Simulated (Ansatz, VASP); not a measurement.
# Two plane-wave programs on BAs

File INCAR:

```
  ALGO = Normal
  EDIFF = 1E-6
  ENCUT = 600
  GGA = PS
  GGA_COMPAT = False
  ISIF = 2
  ISMEAR = 0
  LASPH = True
  LCHARG = False
  LREAL = False
  LWAVE = False
  NBANDS = 16
  NELM = 120
  PREC = Accurate
  SIGMA = 0.01
```

KPOINTS

```
k-points
0
Gamma
  6 6 6
```

POSCAR

```
BAs
1.0
    0.0000000000      2.3670773213      2.3670773213
    2.3670773213      0.0000000000      2.3670773213
    2.3670773213      2.3670773213      0.0000000000
B As
1 1
Direct
    0.0000000000      0.0000000000      0.0000000000
    0.2500000000      0.2500000000      0.2500000000
```

Input for Ansatz:

```yaml
crystal:
  lattice:
    - [0.0, 2.3670773213378578, 2.3670773213378578]
    - [2.3670773213378578, 0.0, 2.3670773213378578]
    - [2.3670773213378578, 2.3670773213378578, 0.0]
  atoms:
    - { symbol: B, position: [0.0, 0.0, 0.0] }
    - { symbol: As, position: [0.25, 0.25, 0.25] }
basis:
  ecutwfc: 450.0
kpoints:
  mp_grid:
    grid: [6, 6, 6]
hamiltonian:
  xc: pbesol
  pseudopotentials:
    kind: paw
scf:
  occupations:
    method: fixed
output:
  stress: true
```

Alike in both runs: task single point; functional PBEsol; k mesh 6 × 6 × 6; no spin polarisation.

|  | VASP | Ansatz |
| --- | --- | --- |
| version | VASP 6.6.1 | Ansatz 0.2.0 |
| potentials or method | VASP PAW PBE potentials, release 64 (B, As_d), cutoff 600 eV | plane waves, PAW |
| occupations | gaussian, width 0.01 eV | fixed |
| valence electrons in the cell | 18 | 18 |

Ansatz gave:

| Property | Result |
| --- | --- |
| pressure (GPa) | 3.2 |

Q: What did VASP give for the same quantities?

A: Pressure (GPa): 3.0.

VASP's potentials were made for PBE, not for PBEsol.
